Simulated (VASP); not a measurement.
The system is TiS2.

```
Ti S
1.0
     3.41200    0.00000    0.00000
    -1.70600    2.95488    0.00000
     0.00000    0.00000    5.69500
Ti S
1 2
Direct
  0.00000 0.00000 0.00000
  0.33333 0.66667 0.25000
  0.66667 0.33333 0.75000
```

Base run:

```yaml
Program: VASP 6.6.1
Functional: r2SCAN
Potentials_or_basis: VASP PAW PBE potentials, release 64 (Ti_sv, S)
Cutoff: 550 eV
k_mesh: 7 × 7 × 4
Occupations: gaussian, width 0.01 eV
Spin: no spin polarisation
```

Its results: band gap on the k mesh 0.17 eV (least direct gap 0.62 eV); pressure 0.0 GPa; largest force 0.317 eV/Å.

Q: The run is repeated on the same cell with these changes: k mesh from 7 × 7 × 4 to 3 × 3 × 2. What comes out?

A: Band gap on the k mesh 0.28 eV (least direct gap 0.51 eV); pressure 1.6 GPa; largest force 0.474 eV/Å.

Caveats: some runs use coarse meshes; the PAW data sets were made with another functional, which shifts forces and pressure a little; an odd mesh through Γ misses points on the zone boundary, where band edges can lie.
